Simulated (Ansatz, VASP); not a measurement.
**Two plane-wave programs on B6N**

```
B N
1.0
     2.72095    1.57094    4.07632
    -2.72095    1.57094    4.07632
     0.00000   -3.14188    4.07632
B N
12 2
Cartesian
  1.2723 0.7346 4.3930
  0.0000 -1.4692 4.3930
  -1.2723 0.7346 4.3930
  -0.9094 0.5250 1.3750
  0.0000 -1.0501 1.3750
  0.9094 0.5250 1.3750
  1.2723 -0.7346 7.8359
  -1.2723 -0.7346 7.8359
  0.0000 1.4692 7.8359
  -0.9094 -0.5250 10.8540
  0.9094 -0.5250 10.8540
  0.0000 1.0501 10.8540
  0.0000 0.0000 4.5603
  0.0000 0.0000 7.6686
```

Alike in both runs: functional PBE; k mesh 6 × 6 × 6; occupations gaussian, width 0.1 eV; no spin polarisation.

Ansatz relaxed the structure, and its values are those at the end. VASP's run is a single point on that final structure, the one shown.

|  | VASP | Ansatz |
| --- | --- | --- |
| version | VASP 6.6.1 | Ansatz 0.2.0 |
| potentials or method | VASP PAW PBE potentials, release 64 (B, N), cutoff 520 eV | scalar-relativistic, plane waves, PAW |
| valence electrons in the cell | 46 | 46 |

Ansatz gave:

* gap on the k mesh at the Fermi level (eV): none
* pressure (GPa): 0.0
* rms of the force components (eV/Å): 0.003

**Question.** Which values does VASP return?

**Answer.** gap on the k mesh at the Fermi level (eV): none; pressure (GPa): 0.0; rms of the force components (eV/Å): 0.004.

A gap of «none» marks a metal or a gap that the smearing closes.
